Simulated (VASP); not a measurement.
A run of VASP 6.6.1 is set up as follows.

Contents of INCAR:

```
PREC = Accurate
ENCUT = 500
EDIFF = 1E-6
ISMEAR = -1
SIGMA = 0.05
LREAL = False
LASPH = True
NELM = 120
ALGO = Normal
ISIF = 2
LWAVE = False
LCHARG = False
GGA = RE
NBANDS = 35
GGA_COMPAT = False
```

KPOINTS

```
regular mesh
0
Gamma
  9 9 2
```

The input POSCAR:

```
MoS2
1.0
    3.1690000000      0.0000000000      0.0000000000
   -1.5845000000      2.7444345046      0.0000000000
    0.0000000000      0.0000000000     12.3240000000
Mo S
2 4
Direct
    0.3333333333      0.6666666667      0.2500000000
    0.6666666667      0.3333333333      0.7500000000
    0.3333333333      0.6666666667      0.6230000000
    0.3333333333      0.6666666667      0.8770000000
    0.6666666667      0.3333333333      0.1230000000
    0.6666666667      0.3333333333      0.3770000000
```

Potentials or basis: VASP PAW PBE potentials, release 64 (Mo_sv, S).

Run with:

```console
$ cat potpaw_PBE.64/Mo_sv/POTCAR potpaw_PBE.64/S/POTCAR > POTCAR
$ mpirun -np 1 vasp_std > vasp.out
```

Question: What does it give for the pressure?

Answer: 3.8 GPa.

Question: What does it give for the band gap on the k mesh?

Answer: 1.01 eV (least direct gap 1.66 eV).

Question: Estimate the largest force.

Answer: 0.041 eV/Å.

Stress tensor (GPa, compression positive):
```
3.60 0.00 0.00
0.00 3.60 0.00
0.00 0.00 4.05
```

Caveat: the cell stands under pressure; the PAW data sets were made with another functional, which shifts forces and pressure a little; this functional lacks dispersion, which binds layers or chains, so the pressure and a relaxed spacing across them are unreliable. A k mesh can miss the band edges.
